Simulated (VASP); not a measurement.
# Li3TeH (Pm-3m) in VASP: notebook

Runs on Li3TeH. Level: PBE. Tasks: single point, relaxation of cell and atoms.

Everything below comes from runs of VASP 6.6.1. Logs are shortened: lines on timing, memory, paths and dates and some standing lists are left out, and cuts for length are marked.

### 1 The cell of the first run

The structure is cubic, space group Pm-3m (No. 221). The conventional cell has a = 4.222 Å, b = 4.222 Å, c = 4.222 Å, α = 90.00°, β = 90.00°, γ = 90.00°. Within 2.8 Å of Li (site symmetry 4/mmm) lie 2 H at 2.11 Å. Within 3.9 Å of Te (site symmetry m-3m) lie 12 Li at 2.99 Å and 8 H at 3.66 Å. Within 2.8 Å of H (site symmetry m-3m) lie 6 Li at 2.11 Å.

### 2 Single point, PBE

INCAR

```
PREC     = Accurate       # precision mode
ENCUT    = 520            # plane-wave cutoff, eV
EDIFF    = 1E-7           # SCF threshold, eV
ISMEAR   = 0              # smearing method
SIGMA    = 0.1            # smearing width, eV
LREAL    = False          # projectors in reciprocal space
LASPH    = True           # aspherical terms in the spheres
NELM     = 80             # most SCF steps
ALGO     = Normal         # electronic algorithm
ISIF     = 2              # what is computed and relaxed
LWAVE    = False          # write WAVECAR
LCHARG   = False          # write CHGCAR
GGA      = PE             # functional
NBANDS   = 16             # bands
```

KPOINTS

```
regular mesh
0
Gamma
  4 4 4
```

POSCAR

```
Li3TeH
1.0
    4.2221000000      0.0000000000      0.0000000000
    0.0000000000      4.2221000000      0.0000000000
    0.0000000000      0.0000000000      4.2221000000
Li Te H
3 1 1
Direct
    0.5000000000      0.0000000000      0.5000000000
    0.0000000000      0.5000000000      0.5000000000
    0.5000000000      0.5000000000      0.0000000000
    0.0000000000      0.0000000000      0.0000000000
    0.5000000000      0.5000000000      0.5000000000
```

Potentials or basis: VASP PAW PBE potentials, release 64 (Li_sv, Te, H).

Command:

```
> cat potpaw_PBE.64/Li_sv/POTCAR potpaw_PBE.64/Te/POTCAR potpaw_PBE.64/H/POTCAR > POTCAR
> mpirun -np 1 vasp_std > vasp.out
```

OUTCAR:

```text
PREC = Accurate
   ENCUT = 520
   EDIFF = 1E-7
   ISMEAR = 0
   LREAL = False
   LASPH = True
   NELM = 80
   ISIF = 2
   GGA = PE

 ion  position               nearest neighbor table
   1  0.500  0.000  0.500-   4 2.99   4 2.99   4 2.99   4 2.99
   2  0.000  0.500  0.500-   4 2.99   4 2.99   4 2.99   4 2.99
   3  0.500  0.500  0.000-   4 2.99   4 2.99   4 2.99   4 2.99
   4  0.000  0.000  0.000-   1 2.99   2 2.99   3 2.99   1 2.99   2 2.99   2 2.99   3 2.99   2 2.99
                             1 2.99   3 2.99   1 2.99   3 2.99
   5  0.500  0.500  0.500-

  LATTYP: Found a simple cubic cell.
 ALAT       =     4.2221000000

  Lattice vectors:

 A1 = (   4.2221000000,   0.0000000000,   0.0000000000)
 A2 = (   0.0000000000,   4.2221000000,   0.0000000000)
 A3 = (   0.0000000000,   0.0000000000,   4.2221000000)

Analysis of symmetry for initial positions (statically):
=====================================================================
 Subroutine PRICEL returns:
 Original cell was already a primitive cell.

 Routine SETGRP: Setting up the symmetry group for a
 simple cubic supercell.

 Subroutine GETGRP returns: Found 48 space group operations
 (whereof 48 operations were pure point group operations)
 out of a pool of 48 trial point group operations.

The static configuration has the point symmetry O_h .

Analysis of symmetry for dynamics (positions and initial velocities):
=====================================================================
 Subroutine PRICEL returns:
 Original cell was already a primitive cell.

 Routine SETGRP: Setting up the symmetry group for a
 simple cubic supercell.

 Subroutine GETGRP returns: Found 48 space group operations
 (whereof 48 operations were pure point group operations)
 out of a pool of 48 trial point group operations.

The dynamic configuration has the point symmetry O_h .

 Subroutine INISYM returns: Found 48 space group operations
 (whereof 48 operations are pure point group operations),
 and found     1 'primitive' translations

----------------------------------------------------------------------------------------

                                     Primitive cell

[... 80 lines left out ...]
   NELM   =     80;   NELMIN=  2; NELMDL= -5     # of ELM steps
   EDIFF  = 0.1E-06   stopping-criterion for ELM
   LREAL  =      F    real-space projection
   EDIFFG = 0.1E-05   stopping-criterion for IOM
   NSW    =      0    number of steps for IOM
   IBRION =     -1    ionic relax: 0-MD 1-quasi-New 2-CG
   NFREE  =      0    steps in history (QN), initial steepest desc. (CG)
   ISIF   =      2    stress and relaxation
   ISYM   =      2    0-nonsym 1-usesym 2-fastsym
   POTIM  = 0.5000    time-step for ionic-motion
   TEBEG  =    0.0;   TEEND  =   0.0 temperature during run
   PSTRESS=    0.0 pullay stress
   NELECT =      16.0000    total number of electrons
   NUPDOWN=      -1.0000    fix difference up-down
   EMIN   =  10.00;   EMAX   =-10.00  energy-range for DOS
   EFERMI =   0.00;   METHOD = LEGACY
   ISMEAR =     0;   SIGMA  =   0.10  broadening in eV -4-tet -1-fermi 0-gaus
   EFERMI_NEDOS =   21; number of points for ismear=-14 and -15
   IALGO  =     38    algorithm
   IMIX   =      4    mixing-type and parameters
     AMIX     =   0.40;   BMIX     =  1.00
     AMIX_MAG =   1.60;   BMIX_MAG =  1.00
  volume/ion in A,a.u.               =      15.05       101.58
  Fermi-wavevector in a.u.,A,eV,Ry     =   0.977056  1.846369 12.988656  0.954639
  Thomas-Fermi vector in A             =   2.107724
   LORBIT       =      0    0 simple, 1 ext, 2 COOP (PROOUT), +10 PAW based schemes
   GGA     = PE    functional components
   LHFCALC =     F    Hartree Fock is set to
   AEXX    =    0.0000 exact exchange contribution
   IVDW    =     0    specifies the selected vdW correction
   LEPSILON=     F    determine dielectric tensor
   LRPA    =     F    only Hartree local field effects (RPA)
 non-spin polarized calculation
 Gauss-broadening in eV      SIGMA  =   0.10
  energy-cutoff  :      520.00
  volume of cell :       75.26
 maximum number of plane-waves:      2048
 NGX is ok and might be reduce to    32
   NGX = 15   NGY = 15   NGZ = 15

 number of electron      15.9999966 magnetization

 Free energy of the ion-electron system (eV)
  ---------------------------------------------------
  ext. energy  EPLUGINS =         0.00000000
  ---------------------------------------------------
  free energy    TOTEN  =       -16.09658113 eV

  energy without entropy =      -16.09658113  energy(sigma->0) =      -16.09658113

 E-fermi :   3.7749     XC(G=0):  -8.6833

 val. band max:        3.2801473713   @ k =   0.5000   0.5000   0.0000
 cond. band min:       6.1794758901   @ k =   0.5000   0.5000   0.5000
 fundamental gap:      2.8993285189
 Fermi energy:         3.7748514634

 k-point     1 :       0.0000    0.0000    0.0000
  band No.  band energies     occupation
      1     -42.5841      2.00000
      2     -42.5596      2.00000
      3     -42.5596      2.00000
      4      -7.3165      2.00000
      5       0.4099      2.00000
      6       1.9283      2.00000
[... 167 lines left out ...]
      3     -42.5674      2.00000
      4      -6.2056      2.00000
      5      -0.1971      2.00000
      6       0.3639      2.00000
[... 8 lines left out ...]
     15      13.8874      0.00000
     16      16.3624      0.00000

------------------------ aborting loop because EDIFF is reached ----------------------------------------

  FORCE on cell =-STRESS in cart. coord.  units (eV):
  Direction    XX          YY          ZZ          XY          YZ          ZX
  --------------------------------------------------------------------------------------
  -------------------------------------------------------------------------------------
  Total       -0.3206799     -0.3206799     -0.3206799      0.0000000      0.0000000      0.0000000
  in kB       -6.8264799     -6.8264799     -6.8264799      0.0000000      0.0000000      0.0000000
  external PRESSURE =      -6.8264799 kB  Pullay stress =       0.0000000 kB

 VOLUME and BASIS-vectors are now :
 -----------------------------------------------------------------------------
  energy-cutoff  :      520.00
  volume of cell :       75.26
      direct lattice vectors                 reciprocal lattice vectors
     4.222100000  0.000000000  0.000000000     0.236848961  0.000000000  0.000000000
     0.000000000  4.222100000  0.000000000     0.000000000  0.236848961  0.000000000
     0.000000000  0.000000000  4.222100000     0.000000000  0.000000000  0.236848961

 POSITION                                       TOTAL-FORCE (eV/Angst)
 -----------------------------------------------------------------------------------
      2.11105      0.00000      2.11105         0.000000      0.000000      0.000000
      0.00000      2.11105      2.11105         0.000000      0.000000      0.000000
      2.11105      2.11105      0.00000         0.000000      0.000000      0.000000
      0.00000      0.00000      0.00000         0.000000      0.000000      0.000000
      2.11105      2.11105      2.11105         0.000000      0.000000      0.000000
 -----------------------------------------------------------------------------------
    total drift:                                0.000000     -0.000000     -0.000000

  FREE ENERGIE OF THE ION-ELECTRON SYSTEM (eV)
  ---------------------------------------------------
  free  energy   TOTEN  =       -16.0965811333 eV

  energy  without entropy=      -16.0965811333  energy(sigma->0) =      -16.09658113
```

OSZICAR:

```text
N       E                     dE             d eps       ncg     rms          rms(c)
DAV:   1     0.637810515525E+02    0.63781E+02   -0.61610E+03   320   0.967E+02
DAV:   2    -0.519065224710E+01   -0.68972E+02   -0.64724E+02   408   0.225E+02
DAV:   3    -0.161853201599E+02   -0.10995E+02   -0.10883E+02   632   0.498E+01
DAV:   4    -0.165310752433E+02   -0.34576E+00   -0.34573E+00   408   0.139E+01
DAV:   5    -0.165426747285E+02   -0.11599E-01   -0.11599E-01   536   0.188E+00    0.454E+00
DAV:   6    -0.161907700608E+02    0.35190E+00   -0.12733E-01   400   0.200E+00    0.248E+00
DAV:   7    -0.160924693453E+02    0.98301E-01   -0.22852E-01   384   0.235E+00    0.577E-01
DAV:   8    -0.160971673239E+02   -0.46980E-02   -0.26695E-02   392   0.919E-01    0.185E-01
DAV:   9    -0.160965348787E+02    0.63245E-03   -0.18239E-03   472   0.313E-01    0.713E-02
DAV:  10    -0.160965749965E+02   -0.40118E-04   -0.52427E-04   448   0.102E-01    0.445E-02
DAV:  11    -0.160965988588E+02   -0.23862E-04   -0.72426E-05   424   0.511E-02    0.270E-02
DAV:  12    -0.160965814381E+02    0.17421E-04   -0.25578E-05   432   0.322E-02    0.440E-03
DAV:  13    -0.160965811863E+02    0.25177E-06   -0.38215E-06   456   0.809E-03    0.179E-03
DAV:  14    -0.160965810725E+02    0.11375E-06   -0.93410E-08   416   0.166E-03    0.611E-04
DAV:  15    -0.160965811333E+02   -0.60801E-07   -0.11166E-08   344   0.649E-04
   1 F= -.16096581E+02 E0= -.16096581E+02  d E =-.621992E-13
```

Wall time 13 s (1 thread of AMD EPYC 7R43 (Zen 3), shared host); peak memory 0.15 GiB.

Results:

* Free energy: -16.0966 eV
* Band gap on the k mesh: 2.90 eV, indirect (least direct gap 3.62 eV)

Caveat: the cutoff is under 1.25 times the usual one of these potentials, so pressure, stress and relaxed cells hold a basis-set (Pulay) error; spin-orbit coupling is left out, which moves the levels of the heavy elements. A k mesh can miss the band edges.

### 3 Single point, PBE

This run uses another cell than the first one, of 14.74 Å³/atom, 0.979 times its volume.

INCAR

```
SYSTEM = Li3TeH
PREC = Accurate ; ENCUT = 520
EDIFF = 1E-6 ; ISMEAR = 0
SIGMA = 0.02 ; LREAL = .FALSE.
LASPH = .TRUE. ; NELM = 60
ALGO = Normal ; ISIF = 2
LWAVE = .FALSE. ; LCHARG = .FALSE.
GGA = PE ; NBANDS = 16
```

KPOINTS

```
regular mesh
0
G
  6 6 6
  0 0 0
```

Changes to POSCAR since step 2:

```diff
@@ -2,5 +2,5 @@
 1.0
-    4.2221000000      0.0000000000      0.0000000000
-    0.0000000000      4.2221000000      0.0000000000
-    0.0000000000      0.0000000000      4.2221000000
+    4.1922815372      0.0000000000      0.0000000000
+    0.0000000000      4.1922815372      0.0000000000
+    0.0000000000      0.0000000000      4.1922815372
 Li Te H
```

Potentials or basis: VASP PAW PBE potentials, release 64 (Li_sv, Te, H).

Command:

```
> cat potpaw_PBE.64/Li_sv/POTCAR potpaw_PBE.64/Te/POTCAR potpaw_PBE.64/H/POTCAR > POTCAR
> mpirun -np 1 vasp_std > vasp.out
```

OUTCAR:

```text
SYSTEM = Li3TeH
   PREC = Accurate
   ENCUT = 520
   EDIFF = 1E-6
   ISMEAR = 0
   LREAL = .FALSE.
   LASPH = .TRUE.
   NELM = 60
   ISIF = 2
   GGA = PE

 ion  position               nearest neighbor table
   1  0.500  0.000  0.500-   4 2.96   4 2.96   4 2.96   4 2.96
   2  0.000  0.500  0.500-   4 2.96   4 2.96   4 2.96   4 2.96
   3  0.500  0.500  0.000-   4 2.96   4 2.96   4 2.96   4 2.96
   4  0.000  0.000  0.000-   1 2.96   2 2.96   3 2.96   1 2.96   2 2.96   2 2.96   3 2.96   2 2.96
                             1 2.96   3 2.96   1 2.96   3 2.96
   5  0.500  0.500  0.500-

  LATTYP: Found a simple cubic cell.
 ALAT       =     4.1922815372

  Lattice vectors:

 A1 = (   4.1922815372,   0.0000000000,   0.0000000000)
 A2 = (   0.0000000000,   4.1922815372,   0.0000000000)
 A3 = (   0.0000000000,   0.0000000000,   4.1922815372)

Analysis of symmetry for initial positions (statically):
=====================================================================
[... 175 lines left out ...]

 val. band max:        3.4369299871   @ k =   0.5000   0.5000   0.0000
 cond. band min:       6.3517961970   @ k =   0.5000   0.5000   0.5000
 fundamental gap:      2.9148662099
 Fermi energy:         3.6354749324

 k-point     1 :       0.0000    0.0000    0.0000
  band No.  band energies     occupation
      1     -42.3931      2.00000
      2     -42.3662      2.00000
      3     -42.3662      2.00000
      4      -7.2468      2.00000
      5       0.5615      2.00000
      6       2.0415      2.00000
[... 357 lines left out ...]
      3     -42.3748      2.00000
      4      -6.0831      2.00000
      5      -0.0936      2.00000
      6       0.4376      2.00000
[... 8 lines left out ...]
     15      14.1820      0.00000
     16      16.6494      0.00000

------------------------ aborting loop because EDIFF is reached ----------------------------------------

  FORCE on cell =-STRESS in cart. coord.  units (eV):
  Direction    XX          YY          ZZ          XY          YZ          ZX
  --------------------------------------------------------------------------------------
  -------------------------------------------------------------------------------------
  Total       -0.0316694     -0.0316694     -0.0316694     -0.0000000      0.0000000      0.0000000
  in kB       -0.6886507     -0.6886507     -0.6886507     -0.0000000      0.0000000      0.0000000
  external PRESSURE =      -0.6886507 kB  Pullay stress =       0.0000000 kB

 VOLUME and BASIS-vectors are now :
 -----------------------------------------------------------------------------
  energy-cutoff  :      520.00
  volume of cell :       73.68
      direct lattice vectors                 reciprocal lattice vectors
     4.192281537  0.000000000  0.000000000     0.238533598  0.000000000  0.000000000
     0.000000000  4.192281537  0.000000000     0.000000000  0.238533598  0.000000000
     0.000000000  0.000000000  4.192281537     0.000000000  0.000000000  0.238533598

 POSITION                                       TOTAL-FORCE (eV/Angst)
 -----------------------------------------------------------------------------------
      2.09614      0.00000      2.09614         0.000000      0.000000      0.000000
      0.00000      2.09614      2.09614         0.000000      0.000000      0.000000
      2.09614      2.09614      0.00000         0.000000      0.000000      0.000000
      0.00000      0.00000      0.00000         0.000000      0.000000      0.000000
      2.09614      2.09614      2.09614         0.000000      0.000000      0.000000
 -----------------------------------------------------------------------------------
    total drift:                                0.000000     -0.000000     -0.000000

  FREE ENERGIE OF THE ION-ELECTRON SYSTEM (eV)
  ---------------------------------------------------
  free  energy   TOTEN  =       -16.1267773999 eV

  energy  without entropy=      -16.1267773999  energy(sigma->0) =      -16.12677740
```

OSZICAR:

```text
N       E                     dE             d eps       ncg     rms          rms(c)
DAV:   1     0.604372704521E+02    0.60437E+02   -0.63489E+03   640   0.954E+02
DAV:   2    -0.562414521054E+01   -0.66061E+02   -0.62330E+02   776   0.220E+02
DAV:   3    -0.162512597897E+02   -0.10627E+02   -0.10519E+02  1264   0.477E+01
DAV:   4    -0.165726348800E+02   -0.32138E+00   -0.32132E+00   776   0.134E+01
DAV:   5    -0.165829638068E+02   -0.10329E-01   -0.10328E-01  1072   0.187E+00    0.464E+00
DAV:   6    -0.162237990345E+02    0.35916E+00   -0.16401E-01   744   0.208E+00    0.253E+00
DAV:   7    -0.161233043895E+02    0.10049E+00   -0.29277E-01   808   0.253E+00    0.582E-01
DAV:   8    -0.161274475353E+02   -0.41431E-02   -0.25992E-02   800   0.959E-01    0.226E-01
DAV:   9    -0.161267578737E+02    0.68966E-03   -0.22763E-03   880   0.339E-01    0.779E-02
DAV:  10    -0.161267726013E+02   -0.14728E-04   -0.42493E-04   912   0.113E-01    0.477E-02
DAV:  11    -0.161267930467E+02   -0.20445E-04   -0.10103E-04   856   0.541E-02    0.304E-02
DAV:  12    -0.161267774970E+02    0.15550E-04   -0.30792E-05   768   0.334E-02    0.510E-03
DAV:  13    -0.161267773999E+02    0.97082E-07   -0.46863E-06   912   0.981E-03
   1 F= -.16126777E+02 E0= -.16126777E+02  d E =-.248484E-46
```

Wall time 18 s (1 thread of AMD EPYC 7R43 (Zen 3), shared host); peak memory 0.15 GiB.

Results:

* Free energy: -16.1268 eV
* Band gap on the k mesh: 2.91 eV, indirect (least direct gap 3.70 eV)

Levels at points of the mesh, in eV from the valence-band top:
```csv
k point,band 6,band 7,band 8,band 9,band 10,band 11
"(0.00, 0.00, 0.00)",-1.40,-1.40,-1.40,4.31,4.31,6.21
"(0.50, 0.00, 0.00)",-0.90,-0.62,-0.62,3.10,3.45,3.45
"(0.50, 0.50, 0.00)",-3.26,-3.26,0.00,3.70,5.32,5.32
"(0.50, 0.50, 0.50)",-3.00,-3.00,-3.00,2.91,2.91,2.91
```

Caveat: the cutoff is under 1.25 times the usual one of these potentials, so pressure, stress and relaxed cells hold a basis-set (Pulay) error; spin-orbit coupling is left out, which moves the levels of the heavy elements.

(Part 1 of 2 ends here.)
